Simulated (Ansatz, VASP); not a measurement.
## Zr2N in VASP and in Ansatz

File INCAR:

```
PREC = Accurate
ENCUT = 520
EDIFF = 1E-6
ISMEAR = 0
SIGMA = 0.15
LREAL = F
LASPH = T
NELM = 60
ALGO = Normal
ISIF = 2
LWAVE = F
LCHARG = T
GGA = PS
LELF = T
LVHAR = T
NBANDS = 38
```

File KPOINTS:

```
regular mesh
0
Gamma
  10 10 16
```

The input POSCAR:

```
Zr2N
1.0
    5.2021236181      0.0000000000      0.0000000000
    0.0000000000      5.2021236181      0.0000000000
    0.0000000000      0.0000000000      3.4873143429
Zr N
4 2
Direct
    0.2962523428      0.2962523428      0.0000000000
    0.7037476572      0.7037476572      0.0000000000
    0.7962523428      0.2037476572      0.5000000000
    0.2037476572      0.7962523428      0.5000000000
    0.0000000000      0.0000000000      0.0000000000
    0.5000000000      0.5000000000      0.5000000000
```

Input for Ansatz:

```yaml
crystal:
  lattice:
    - [5.2021236181, 0.0, 0.0]
    - [0.0, 5.2021236181, 0.0]
    - [0.0, 0.0, 3.4873143429]
  atoms:
    - { symbol: Zr, position: [0.2962523428, 0.2962523428, 0.0] }
    - { symbol: Zr, position: [0.7037476572, 0.7037476572, 0.0] }
    - { symbol: Zr, position: [0.7962523428, 0.2037476572, 0.5] }
    - { symbol: Zr, position: [0.2037476572, 0.7962523428, 0.5] }
    - { symbol: "N", position: [0.0, 0.0, 0.0] }
    - { symbol: "N", position: [0.5, 0.5, 0.5] }
basis:
  ecutwfc: 420
kpoints:
  mp_grid: { grid: [10, 10, 16] }
hamiltonian:
  xc: pbesol
scf:
  occupations: { method: gaussian, width: 0.15 }
output:
  forces: true
  stress: true
  eigenvalues: true
```

Alike in both runs: task single point; functional PBEsol; k mesh 10 × 10 × 16; occupations gaussian, width 0.15 eV; no spin polarisation.

|  | VASP | Ansatz |
| --- | --- | --- |
| version | VASP 6.6.1 | Ansatz 0.2.0 |
| potentials or method | VASP PAW PBE potentials, release 64 (Zr_sv, N), cutoff 520 eV | scalar-relativistic, plane waves, PAW |
| valence electrons in the cell | 58 | 58 |

Ansatz gave:

- gap on the k mesh at the Fermi level (eV): none
- pressure (GPa): -0.1
- traceless stress, the component that is largest in VASP (GPa): -13.92
- rms of the force components (eV/Å): 0.094

**Question.** Which values does VASP return?

**Answer.** gap on the k mesh at the Fermi level (eV): none; pressure (GPa): 0.2; traceless stress, the component that is largest in VASP (GPa): -13.91; rms of the force components (eV/Å): 0.094.

VASP's potentials were made for PBE, not for PBEsol. Atom by atom the forces differ by 0.000 eV/Å (rms over components). A gap of «none» marks a metal or a gap that the smearing closes.
